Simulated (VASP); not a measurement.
# Cd (P6_3/mmc) in VASP: single point with PBE

Aim: the single point of Cd with PBE.

All numbers are computed with VASP 6.6.1; they aren't measurements. Logs are shortened: lines on timing, memory, paths and dates and some standing lists are left out, and cuts for length are marked.

**1. The cell of the first run**

The structure is hexagonal, space group P6_3/mmc (No. 194). The conventional cell has a = 3.091 Å, b = 3.091 Å, c = 5.458 Å, α = 90.00°, β = 90.00°, γ = 120.00°. Within 4.1 Å of Cd (site symmetry -6m2) lie 12 Cd at 3.09 to 3.26 Å.

**2. Single point, PBE**

Contents of INCAR:

```
ALGO = Normal
EDIFF = 1E-6
ENCUT = 500
GGA = PE
GGA_COMPAT = F
ISIF = 2
ISMEAR = 0
LASPH = T
LCHARG = T
LELF = T
LREAL = F
LVHAR = T
LWAVE = F
NBANDS = 19
NELM = 120
PREC = Accurate
SIGMA = 0.05
```

Contents of KPOINTS:

```
k-points
0
Gamma
  8 8 4
```

Contents of POSCAR:

```
Cd
1.0
    3.0907332563      0.0000000000      0.0000000000
   -1.5453666281      2.6766535162      0.0000000000
    0.0000000000      0.0000000000      5.4582469045
Cd
2
Direct
    0.3333333333      0.6666666667      0.7500000000
    0.6666666667      0.3333333333      0.2500000000
```

Potentials or basis: VASP PAW PBE potentials, release 64 (Cd).

Command:

```bash
$ cat potpaw_PBE.64/Cd/POTCAR > POTCAR
$ mpirun -np 1 vasp_std > vasp.out
```

OUTCAR:

```text
EDIFF = 1E-6
   ENCUT = 500
   GGA = PE
   ISIF = 2
   ISMEAR = 0
   LASPH = T
   LREAL = F
   NELM = 120
   PREC = Accurate

 ion  position               nearest neighbor table
   1  0.333  0.667  0.750-   2 3.26   2 3.26   2 3.26   2 3.26   2 3.26   2 3.26
   2  0.667  0.333  0.250-   1 3.26   1 3.26   1 3.26   1 3.26   1 3.26   1 3.26

  LATTYP: Found a hexagonal cell.
 ALAT       =     3.0907332563
 C/A-ratio  =     1.7660038741

  Lattice vectors:

 A1 = (   3.0907332563,   0.0000000000,   0.0000000000)
 A2 = (  -1.5453666281,   2.6766535162,   0.0000000000)
 A3 = (   0.0000000000,   0.0000000000,   5.4582469045)

Analysis of symmetry for initial positions (statically):
=====================================================================
 Subroutine PRICEL returns:
 Original cell was already a primitive cell.

 Routine SETGRP: Setting up the symmetry group for a
 hexagonal supercell.

 Subroutine GETGRP returns: Found 24 space group operations
 (whereof 12 operations were pure point group operations)
 out of a pool of 24 trial point group operations.

The static configuration has the point symmetry D_3d.
 The point group associated with its full space group is D_6h.

Analysis of symmetry for dynamics (positions and initial velocities):
=====================================================================
 Subroutine PRICEL returns:
 Original cell was already a primitive cell.

 Routine SETGRP: Setting up the symmetry group for a
 hexagonal supercell.

 Subroutine GETGRP returns: Found 24 space group operations
 (whereof 12 operations were pure point group operations)
 out of a pool of 24 trial point group operations.

The dynamic configuration has the point symmetry D_3d.
 The point group associated with its full space group is D_6h.

 Subroutine INISYM returns: Found 24 space group operations
 (whereof 12 operations are pure point group operations),
 and found     1 'primitive' translations

----------------------------------------------------------------------------------------

                                     Primitive cell

  volume of cell :      45.1551

  direct lattice vectors                    reciprocal lattice vectors
     3.090733256  0.000000000  0.000000000     0.323547818  0.186800420  0.000000000
    -1.545366628  2.676653516  0.000000000     0.000000000  0.373600839  0.000000000
     0.000000000  0.000000000  5.458246905     0.000000000  0.000000000  0.183209008

  length of vectors
     3.090733256  3.090733256  5.458246905     0.373600839  0.373600839  0.183209008

  position of ions in fractional coordinates (direct lattice)
     0.333333333  0.666666667  0.750000000
     0.666666667  0.333333333  0.250000000

  ion indices of the primitive-cell ions
   primitive index   ion index
                 1           1
                 2           2

----------------------------------------------------------------------------------------

 KPOINTS: k-points

Automatic generation of k-mesh.
 Grid dimensions read from file:
 generate k-points for:    8    8    4

 Generating k-lattice:

  Cartesian coordinates                     Fractional coordinates (reciprocal lattice)
     0.040443477  0.023350052  0.000000000     0.125000000  0.000000000  0.000000000
     0.000000000  0.046700105  0.000000000     0.000000000  0.125000000  0.000000000
     0.000000000  0.000000000  0.045802252     0.000000000  0.000000000  0.250000000

  Length of vectors
     0.046700105  0.046700105  0.045802252

  Shift w.r.t. Gamma in fractional coordinates (k-lattice)
     0.000000000  0.000000000  0.000000000

 Subroutine IBZKPT returns following result:
 ===========================================

 Found     30 irreducible k-points:

 Following reciprocal coordinates:
            Coordinates               Weight
  0.000000  0.000000  0.000000      1.000000
  0.125000  0.000000  0.000000      6.000000
  0.250000  0.000000  0.000000      6.000000
  0.375000  0.000000  0.000000      6.000000
  0.500000  0.000000  0.000000      3.000000
  0.125000  0.125000  0.000000      6.000000
[... 16 lines left out ...]
  0.250000  0.000000  0.500000      6.000000
  0.375000  0.000000  0.500000      6.000000
 [... further k-points ...]
   k-points           NKPTS =     30   k-points in BZ     NKDIM =     30   number of bands    NBANDS=     19
   number of dos      NEDOS =    301   number of ions     NIONS =      2
   total plane-waves  NPLWV =  23040
   dimension x,y,z NGX =    24 NGY =   24 NGZ =   40
   dimension x,y,z NGXF=    48 NGYF=   48 NGZF=   80
   ions per type =               2
   NGX,Y,Z   is equivalent  to a cutoff of  12.91, 12.91, 12.18 a.u.
   NGXF,Y,Z  is equivalent  to a cutoff of  25.82, 25.82, 24.37 a.u.
 SYSTEM =  unknown system
   PREC   = accura    normal or accurate (medium, high low for compatibility)
   ISTART =      0    job   : 0-new  1-cont  2-samecut
   ICHARG =      2    charge: 1-file 2-atom 10-const
   ISPIN  =      1    spin polarized calculation?
   LNONCOLLINEAR =      F non collinear calculations
   LSORBIT =      F    spin-orbit coupling
   LASPH  =      T    aspherical Exc in radial PAW
   ENCUT  =  500.0 eV  36.75 Ry    6.06 a.u.   5.64  5.64  9.95*2*pi/ulx,y,z
   NELM   =    120;   NELMIN=  2; NELMDL= -5     # of ELM steps
   EDIFF  = 0.1E-05   stopping-criterion for ELM
   LREAL  =      F    real-space projection
   EDIFFG = 0.1E-04   stopping-criterion for IOM
   NSW    =      0    number of steps for IOM
   IBRION =     -1    ionic relax: 0-MD 1-quasi-New 2-CG
   NFREE  =      0    steps in history (QN), initial steepest desc. (CG)
   ISIF   =      2    stress and relaxation
   ISYM   =      2    0-nonsym 1-usesym 2-fastsym
   POTIM  = 0.5000    time-step for ionic-motion
   TEBEG  =    0.0;   TEEND  =   0.0 temperature during run
   PSTRESS=    0.0 pullay stress
   NELECT =      24.0000    total number of electrons
   NUPDOWN=      -1.0000    fix difference up-down
   EMIN   =  10.00;   EMAX   =-10.00  energy-range for DOS
[... 5 lines left out ...]
     AMIX     =   0.40;   BMIX     =  1.00
     AMIX_MAG =   1.60;   BMIX_MAG =  1.00
  volume/ion in A,a.u.               =      22.58       152.36
  Fermi-wavevector in a.u.,A,eV,Ry     =   1.326100  2.505966 23.926408  1.758541
  Thomas-Fermi vector in A             =   2.455512
   LORBIT       =      0    0 simple, 1 ext, 2 COOP (PROOUT), +10 PAW based schemes
   GGA     = PE    functional components
[... 5 lines left out ...]
 non-spin polarized calculation
 Gauss-broadening in eV      SIGMA  =   0.05
  energy-cutoff  :      500.00
  volume of cell :       45.16
 maximum number of plane-waves:      1163
 NGX is ok and might be reduce to    24
   NGX = 11   NGY = 11   NGZ = 19

 number of electron      23.9999995 magnetization

 Free energy of the ion-electron system (eV)
  ---------------------------------------------------
  ext. energy  EPLUGINS =         0.00000000
  ---------------------------------------------------
  free energy    TOTEN  =        -1.48620728 eV

  energy without entropy =       -1.48579289  energy(sigma->0) =       -1.48600008

 E-fermi :   2.4779     XC(G=0): -10.8084

 val. band max:        2.4436745034   @ k =   0.5000   0.0000   0.5000
 cond. band min:       2.6240493034   @ k =   0.3750   0.2500   0.5000
 fundamental gap:      0.1803748000
 Fermi energy:         2.4778730010

 k-point     1 :       0.0000    0.0000    0.0000
  band No.  band energies     occupation
      1      -6.9625      2.00000
      2      -6.6379      2.00000
      3      -6.4410      2.00000
      4      -6.4410      2.00000
      5      -6.3785      2.00000
      6      -6.3785      2.00000
[... 11 lines left out ...]
     18      17.6621      0.00000
     19      17.7464      0.00000

 k-point     2 :       0.1250    0.0000    0.0000
  band No.  band energies     occupation
      1      -6.8592      2.00000
      2      -6.5971      2.00000
      3      -6.4628      2.00000
      4      -6.3969      2.00000
      5      -6.3265      2.00000
      6      -6.2703      2.00000
[... 11 lines left out ...]
     18      17.0936      0.00000
     19      17.4126      0.00000

 k-point     3 :       0.2500    0.0000    0.0000
  band No.  band energies     occupation
      1      -6.8709      2.00000
      2      -6.6170      2.00000
      3      -6.4542      2.00000
      4      -6.4438      2.00000
      5      -6.2256      2.00000
      6      -6.2115      2.00000
[... 11 lines left out ...]
     18      14.8099      0.00000
     19      16.6825      0.00000

 k-point     4 :       0.3750    0.0000    0.0000
  band No.  band energies     occupation
      1      -7.0265      2.00000
      2      -6.7841      2.00000
      3      -6.7313      2.00000
      4      -6.3107      2.00000
      5      -6.2757      2.00000
      6      -6.2534      2.00000
[... 11 lines left out ...]
     18      14.3855      0.00000
     19      15.5120      0.00000

 k-point     5 :       0.5000    0.0000    0.0000
  band No.  band energies     occupation
      1      -7.0958      2.00000
      2      -6.8527      2.00000
      3      -6.8374      2.00000
      4      -6.3440      2.00000
      5      -6.3296      2.00000
      6      -6.1827      2.00000
[... 11 lines left out ...]
     18      14.2501      0.00000
     19      14.9404      0.00000
[... 334 lines left out ...]
      2      -6.7958      2.00000
      3      -6.4428      2.00000
      4      -6.4428      2.00000
      5      -6.4428      2.00000
      6      -6.4428      2.00000
[... 11 lines left out ...]
     18      17.0244      0.00000
     19      17.0244      0.00000

 k-point    22 :       0.1250    0.0000    0.5000
  band No.  band energies     occupation
      1      -6.7029      2.00000
      2      -6.7029      2.00000
      3      -6.4841      2.00000
      4      -6.4841      2.00000
      5      -6.3383      2.00000
      6      -6.3383      2.00000
[... 11 lines left out ...]
     18      15.5942      0.00000
     19      16.2806      0.00000

 k-point    23 :       0.2500    0.0000    0.5000
  band No.  band energies     occupation
      1      -6.7432      2.00000
      2      -6.7432      2.00000
      3      -6.5564      2.00000
      4      -6.5564      2.00000
      5      -6.1129      2.00000
      6      -6.1129      2.00000
[... 11 lines left out ...]
     18      13.6897      0.00000
     19      15.4938      0.00000

 k-point    24 :       0.3750    0.0000    0.5000
  band No.  band energies     occupation
      1      -6.8928      2.00000
      2      -6.8928      2.00000
      3      -6.7323      2.00000
      4      -6.7323      2.00000
      5      -6.0561      2.00000
      6      -6.0561      2.00000
[... 11 lines left out ...]
     18      12.3414      0.00000
     19      14.9316      0.00000

 [... further k-points ...]

------------------------ aborting loop because EDIFF is reached ----------------------------------------

  FORCE on cell =-STRESS in cart. coord.  units (eV):
  Direction    XX          YY          ZZ          XY          YZ          ZX
  --------------------------------------------------------------------------------------
  -------------------------------------------------------------------------------------
  Total        0.0398527      0.0398527      0.1244393      0.0000000      0.0000000      0.0000000
  in kB        1.4140404      1.4140404      4.4153112      0.0000000      0.0000000      0.0000000
  external PRESSURE =       2.4144640 kB  Pullay stress =       0.0000000 kB

 VOLUME and BASIS-vectors are now :
 -----------------------------------------------------------------------------
  energy-cutoff  :      500.00
  volume of cell :       45.16
      direct lattice vectors                 reciprocal lattice vectors
     3.090733256  0.000000000  0.000000000     0.323547818  0.186800420  0.000000000
    -1.545366628  2.676653516  0.000000000     0.000000000  0.373600839  0.000000000
     0.000000000  0.000000000  5.458246905     0.000000000  0.000000000  0.183209008

 POSITION                                       TOTAL-FORCE (eV/Angst)
 -----------------------------------------------------------------------------------
     -0.00000      1.78444      4.09369        -0.000000      0.000000      0.000000
      1.54537      0.89222      1.36456         0.000000     -0.000000     -0.000000
 -----------------------------------------------------------------------------------
    total drift:                               -0.000000      0.000000      0.000000

  FREE ENERGIE OF THE ION-ELECTRON SYSTEM (eV)
  ---------------------------------------------------
  free  energy   TOTEN  =        -1.4862072785 eV

  energy  without entropy=       -1.4857928907  energy(sigma->0) =       -1.48600008
```

Run time: 24 s. Hardware: 1 thread of Intel Xeon 8259CL, shared host; peak memory 0.16 GiB.

What came out:

```
Free energy            : -1.4862 eV
Pressure               : 0.2 GPa
Band gap on the k mesh : zero (band 12 reaches 3.95 eV, above the bottom of band 13 at 0.31 eV)
```

Levels at points of the mesh, in eV from the Fermi level:
```csv
k point,band 8,band 9,band 10,band 11,band 12,band 13,band 14,band 15,band 16,band 17
"(0.00, 0.00, 0.00)",-8.56,-8.41,-8.25,-8.25,-2.42,-2.17,12.23,13.51,13.51,13.86
"(0.50, 0.00, 0.00)",-8.23,-8.09,-8.05,-2.23,-1.96,2.46,3.19,3.41,5.43,7.63
"(0.00, 0.00, 0.50)",-8.37,-8.37,-8.37,-6.86,-6.86,4.83,4.83,14.19,14.19,14.55
"(0.50, 0.00, 0.50)",-8.23,-8.07,-8.07,-1.32,-1.32,-0.03,-0.03,8.77,8.77,9.38
```
